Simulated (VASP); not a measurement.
Write the native input for VASP 6.6.1 that does the following.

```
Task                   : single point
Functional             : PBE
Potentials or basis    : VASP PAW PBE potentials, release 64 (Pd, Ge_d)
Cutoff                 : 520 eV
k mesh                 : 7 × 7 × 7
Occupations            : fermi-dirac, width 0.05 eV
Spin                   : no spin polarisation
Dipole correction      : no
Further INCAR settings : ALGO = Normal; EDIFF = 1e-07; NBANDS = 34
```

The structure of Ge3Pd lies in POSCAR:

```
Ge3Pd
1.0
    4.1965295533      0.0000000000      0.0000000000
    0.0000000000      4.1965295533      0.0000000000
    0.0000000000      0.0000000000      4.1965295533
Pd Ge
1 3
Direct
    0.0000000000      0.0000000000      0.0000000000
    0.5000000000      0.5000000000      0.0000000000
    0.5000000000      0.0000000000      0.5000000000
    0.0000000000      0.5000000000      0.5000000000
```

One way to write it, as run:

INCAR

```
PREC     = Accurate       # precision mode
ENCUT    = 520            # plane-wave cutoff, eV
EDIFF    = 1E-7           # SCF threshold, eV
ISMEAR   = -1             # smearing method
SIGMA    = 0.05           # smearing width, eV
LREAL    = F              # projectors in reciprocal space
LASPH    = T              # aspherical terms in the spheres
NELM     = 80             # most SCF steps
ALGO     = Normal         # electronic algorithm
ISIF     = 2              # what is computed and relaxed
LWAVE    = F              # write WAVECAR
LCHARG   = T              # write CHGCAR
GGA      = PE             # functional
LELF     = T              # ELF
LVHAR    = T            
NBANDS   = 34             # bands
```

KPOINTS

```
Automatic mesh
0
Gamma
  7 7 7
```

Potentials or basis: VASP PAW PBE potentials, release 64 (Pd, Ge_d).

Launch:

```console
$ cat potpaw_PBE.64/Pd/POTCAR potpaw_PBE.64/Ge_d/POTCAR > POTCAR
$ mpirun -np 1 vasp_std > vasp.out
```

It gave:

```
Pressure               : -3.1 GPa
Band gap on the k mesh : zero (band 26 reaches 7.17 eV, above the bottom of band 27 at 5.69 eV)
```

Wall time 88 s on 1 thread of AMD EPYC 7R13 (shared host), peak memory 0.17 GiB.
